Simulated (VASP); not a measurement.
# Ca2F: single point with PBE

Ca2F, a sheet with vacuum:

```
Ca F
1.0
     4.01260    0.00000    0.00000
    -2.00630    3.47501    0.00000
     0.00000    0.00000   29.79025
Ca F
2 1
Cartesian
  0.0000 0.0000 10.6040
  0.0000 0.0000 6.3960
  0.0000 0.0000 8.5000
```

The cell was built from a structure type or drawn by symmetry, and may not be a known phase.

- Program: VASP 6.6.1
- Task: single point
- Functional: PBE
- Potentials or basis: VASP PAW PBE potentials, release 64 (Ca_sv, F)
- Cutoff: 520 eV
- k mesh: 6 × 6 × 1
- Occupations: gaussian, width 0.1 eV
- Spin: collinear spin
- Starting moments: [0.0, 0.0, 1.0] μB

```
Largest force                                         : 0.131 eV/Å
Net moment                                            : 0.64 μB per cell
Site moments                                          : Ca +0.06; F +0.00 μB
Valence electrons inside the program's atomic spheres : Ca 8.10; F 6.11
```

Forces in eV/Å, atoms in the order of the input:
```
Ca   0.000  0.000  0.131
Ca   0.000  0.000 -0.131
F    0.000  0.000  0.000
```

Levels at points of the mesh, in eV from the Fermi level:
Spin up:
| k point | band 10 | band 11 | band 12 | band 13 | band 14 | band 15 | band 16 | band 17 | band 18 | band 19 |
| --- | --- | --- | --- | --- | --- | --- | --- | --- | --- | --- |
| (0.00, 0.00, 0.00) | -6.91 | -6.07 | -6.07 | -2.75 | -2.42 | 0.42 | 0.85 | 2.11 | 2.11 | 2.18 |
| (0.50, 0.00, 0.00) | -6.86 | -6.44 | -6.14 | -0.18 | 0.04 | 0.38 | 0.46 | 1.94 | 1.95 | 2.60 |
Spin down:
```tsv
k point	band 12	band 13	band 14	band 15	band 16	band 17
(0.00, 0.00, 0.00)	-6.07	-2.41	-2.06	0.59	1.03	2.27
(0.50, 0.00, 0.00)	-6.14	0.10	0.33	0.75	0.83	2.08
```

Wall time 10 min on 1 thread of Intel Xeon 8259CL, with other jobs on the host, peak memory 0.69 GiB.
